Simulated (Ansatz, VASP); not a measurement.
# SiC in VASP and in Ansatz

The input INCAR:

```
SYSTEM = SiC
PREC     = Accurate       ! precision mode
ENCUT    = 520            ! plane-wave cutoff, eV
EDIFF    = 1E-6           ! SCF threshold, eV
ISMEAR   = 0              ! smearing method
SIGMA    = 0.05           ! smearing width, eV
LREAL    = .FALSE.        ! projectors in reciprocal space
LASPH    = .TRUE.         ! aspherical terms in the spheres
NELM     = 60             ! most SCF steps
ALGO     = Normal         ! electronic algorithm
ISIF     = 2              ! what is computed and relaxed
LWAVE    = .FALSE.        ! write WAVECAR
LCHARG   = .FALSE.        ! write CHGCAR
GGA      = PE             ! functional
NBANDS   = 11             ! bands
```

The input KPOINTS:

```
Automatic mesh
0
G
  12 12 12
  0 0 0
```

POSCAR

```
SiC
1.0
    0.0000000000      2.1605466895      2.1605466895
    2.1605466895      0.0000000000      2.1605466895
    2.2558988167      2.2558988167     -0.0953521272
Si C
1 1
Direct
    0.0000000000      0.0000000000      0.0000000000
    0.7500000000      0.7500000000      0.7500000000
```

Input for Ansatz:

```yaml
crystal:
  lattice:
    - [0.0, 2.1605466895, 2.1605466895]
    - [2.1605466895, 0.0, 2.1605466895]
    - [2.2558988167, 2.2558988167, -0.0953521272]
  atoms:
    - { symbol: Si, position: [0.0, 0.0, 0.0] }
    - { symbol: C, position: [0.75, 0.75, 0.75] }
basis:
  ecutwfc: 520.0
kpoints:
  mp_grid: { grid: [12, 12, 12] }
hamiltonian:
  xc: pbe
scf:
  occupations: { method: gaussian, width: 0.05 }
output:
  forces: true
  stress: true
  eigenvalues: true
```

Alike in both runs: task single point; functional PBE; k mesh 12 × 12 × 12; occupations gaussian, width 0.05 eV; no spin polarisation.

|  | VASP | Ansatz |
| --- | --- | --- |
| version | VASP 6.6.1 | Ansatz 0.2.0 |
| potentials or method | VASP PAW PBE potentials, release 64 (Si, C), cutoff 520 eV | scalar-relativistic, plane waves, PAW |
| valence electrons in the cell | 8 | 8 |

```tsv
	VASP	Ansatz	Ansatz less VASP
gap on the k mesh at the Fermi level (eV)	1.20	1.20	+0.004
least direct gap on the mesh (eV)	4.12	4.12	+0.005
pressure (GPa)	-3.7	-3.7	+0.03
traceless stress, the component that is largest in VASP (GPa)	-10.10	-10.05	+0.043
rms of the force components (eV/Å)	0.169	0.169	+0.0002
```

Atom by atom the forces differ by 0.000 eV/Å (rms over components).
